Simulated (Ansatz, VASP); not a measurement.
# W: VASP beside Ansatz

The input INCAR:

```
PREC     = Accurate       # precision mode
ENCUT    = 520            # plane-wave cutoff, eV
EDIFF    = 1E-6           # SCF threshold, eV
ISMEAR   = -1             # smearing method
SIGMA    = 0.15           # smearing width, eV
LREAL    = F              # projectors in reciprocal space
LASPH    = T              # aspherical terms in the spheres
NELM     = 60             # most SCF steps
ALGO     = Normal         # electronic algorithm
ISIF     = 2              # what is computed and relaxed
LWAVE    = F              # write WAVECAR
LCHARG   = T              # write CHGCAR
GGA      = PE             # functional
LELF     = T              # ELF
LVHAR    = T            
NBANDS   = 13             # bands
```

File KPOINTS:

```
Automatic mesh
0
Gamma
  13 13 13
```

The input POSCAR:

```
W
1.0
   -1.5876019988      1.5876019988      1.5876019988
    1.5876019988     -1.5876019988      1.5876019988
    1.5876019988      1.5876019988     -1.5876019988
W
1
Direct
    0.0000000000      0.0000000000      0.0000000000
```

Input for Ansatz:

```yaml
crystal:
  lattice:
    - [-1.587601998751407, 1.587601998751407, 1.587601998751407]
    - [1.587601998751407, -1.587601998751407, 1.587601998751407]
    - [1.587601998751407, 1.587601998751407, -1.587601998751407]
  atoms:
    - { symbol: W, position: [0.0, 0.0, 0.0] }
basis:
  ecutwfc: 550.0
kpoints:
  mp_grid:
    grid: [13, 13, 13]
hamiltonian:
  xc: pbe
  pseudopotentials:
    kind: paw
scf:
  occupations:
    method: fermi_dirac
    width: 0.15
output:
  stress: true
```

Alike in both runs: task single point; functional PBE; k mesh 13 × 13 × 13; occupations fermi-dirac, width 0.15 eV; no spin polarisation.

|  | VASP | Ansatz |
| --- | --- | --- |
| version | VASP 6.6.1 | Ansatz 0.2.0 |
| potentials or method | VASP PAW PBE potentials, release 64 (W_sv), cutoff 520 eV | plane waves, PAW |
| valence electrons in the cell | 14 | 14 |

Ansatz gave:

| Property | Result |
| --- | --- |
| pressure (GPa) | 2.3 |

Q: Which values does VASP return?

A: Pressure (GPa): 2.9.

The functional is the same, so the differences come from potentials, cutoffs and numerics.

Spin-orbit coupling is off throughout.
